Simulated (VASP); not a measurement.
Input of a VASP 6.6.1 run:

File INCAR:

```
SYSTEM = WS2
PREC = Accurate
ENCUT = 520
EDIFF = 1E-6
ISMEAR = 0
SIGMA = 0.05
LREAL = .False.
LASPH = .True.
NELM = 60
ALGO = Fast
ISIF = 2
LWAVE = .False.
LCHARG = .False.
GGA = PE
IVDW = 12
NBANDS = 35
```

KPOINTS

```
Automatic mesh
0
Gamma
  12 12 4
  0 0 0
```

The input POSCAR:

```
WS2
1.0
    3.1542063626      0.0000000000      0.0000000000
   -1.5771031813      2.7316228388      0.0000000000
    0.0000000000      0.0000000000     12.1399047294
W S
2 4
Direct
    0.3333333333      0.6666666667      0.2500000000
    0.6666666667      0.3333333333      0.7500000000
    0.4717900306      0.7358950153      0.5933480087
    0.8051233640      0.4025616820      0.0933480087
    0.4717900306      0.7358950153      0.8527732485
    0.8051233640      0.4025616820      0.3527732485
```

Potentials or basis: VASP PAW PBE potentials, release 64 (W_sv, S).

Launch:

```bash
$ cat potpaw_PBE.64/W_sv/POTCAR potpaw_PBE.64/S/POTCAR > POTCAR
$ mpirun -np 1 vasp_std > vasp.out
```

(1) Estimate the band gap on the k mesh.

(2) Estimate the dispersion energy per atom.

Answers

(1) zero (bands 26 and 27 overlap by 0.25 eV).

(2) -0.436 eV.

Caveat: the cell differs from its parent crystal (all S atoms moved -0.500 Å, as atom 3 towards its neighbour atom 2 (W) at 2.407 Å); spin-orbit coupling is left out, which moves the levels of the heavy elements; forces of over 1 eV/Å act on the atoms, so gaps and moduli don't describe the material at rest.
